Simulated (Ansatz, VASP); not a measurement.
## Ta in VASP and in Ansatz

The input INCAR:

```
SYSTEM = Ta
PREC = Accurate
ENCUT = 520
EDIFF = 1E-6
ISMEAR = 0
SIGMA = 0.1
LREAL = .False.
LASPH = .True.
NELM = 100
ALGO = Normal
ISIF = 2
LWAVE = .False.
LCHARG = .False.
GGA = PS
NBANDS = 12
```

File KPOINTS:

```
Automatic mesh
0
Gamma
  12 12 14
  0 0 0
```

POSCAR

```
Ta
1.0
    2.8576348909     -0.0173761594      0.4154670335
   -1.4438656410      2.5008486494      0.0000000000
    1.7800165482      1.0276930333      2.8267287599
Ta
1
Direct
    0.0000000000      0.0000000000      0.0000000000
```

Input for Ansatz:

```yaml
crystal:
  lattice:
    - [2.8576348909, -0.0173761594, 0.4154670335]
    - [-1.443865641, 2.5008486494, 0.0]
    - [1.7800165482, 1.0276930333, 2.8267287599]
  atoms:
    - { symbol: Ta, position: [0.0, 0.0, 0.0] }
basis:
  ecutwfc: 420
kpoints:
  mp_grid: { grid: [12, 12, 14] }
hamiltonian:
  xc: pbesol
scf:
  occupations: { method: gaussian, width: 0.1 }
output:
  forces: true
  stress: true
  eigenvalues: true
```

Change from the starting cell: band edges of the strained film's bulk.

Alike in both runs: task single point; functional PBEsol; k mesh 12 × 12 × 14; occupations gaussian, width 0.1 eV; no spin polarisation.

|  | VASP | Ansatz |
| --- | --- | --- |
| version | VASP 6.6.1 | Ansatz 0.2.0 |
| potentials or method | VASP PAW PBE potentials, release 64 (Ta_pv), cutoff 520 eV | scalar-relativistic, plane waves, PAW |
| valence electrons in the cell | 11 | 13 |

|  | VASP | Ansatz | Ansatz less VASP |
| --- | --- | --- | --- |
| gap on the k mesh at the Fermi level (eV) | none | none | - |
| pressure (GPa) | 3.8 | 3.6 | -0.16 |
| traceless stress, the component that is largest in VASP (GPa) | -9.11 | -9.12 | -0.010 |

VASP's potentials were made for PBE, not for PBEsol. A gap of «none» marks a metal or a gap that the smearing closes. VASP's potentials hold 11 valence electrons a cell and Ansatz's 13, so a difference there can come from the potentials and not from the codes.

Spin-orbit coupling is off throughout.
